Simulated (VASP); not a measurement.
Here is a VASP 6.6.1 calculation.

Contents of INCAR:

```
ALGO = Normal
EDIFF = 1E-8
ENCUT = 520
ISIF = 2
ISMEAR = -1
LASPH = T
LCHARG = F
LEFG = T
LREAL = F
LWAVE = F
NBANDS = 16
NELM = 100
PREC = Accurate
SIGMA = 0.02
```

File KPOINTS:

```
k-points
0
Gamma
  8 8 8
```

File POSCAR:

```
AgCl
1.0
    0.0000000000      2.7915157670      2.7915157670
    2.7915157670      0.0000000000      2.7915157670
    2.7915157670      2.7915157670      0.0000000000
Ag Cl
1 1
Direct
    0.5000000000      0.5000000000      0.5000000000
    0.0000000000      0.0000000000      0.0000000000
```

Potentials or basis: VASP PAW LDA potentials, release 64 (Ag, Cl).

The run is started by

```console
$ cat potpaw_LDA.64/Ag/POTCAR potpaw_LDA.64/Cl/POTCAR > POTCAR
$ mpirun -np 1 vasp_std > vasp.out
```

Question: What does it give for the band gap on the k mesh?

Answer: 0.65 eV, indirect (least direct gap 2.87 eV).

Question: Predict the pressure.

Answer: -6.3 GPa.

Caveat: without QUAD_EFG the Cq values of the log hold for a quadrupole moment of 1 mb, not for the nuclei. A k mesh can miss the band edges.
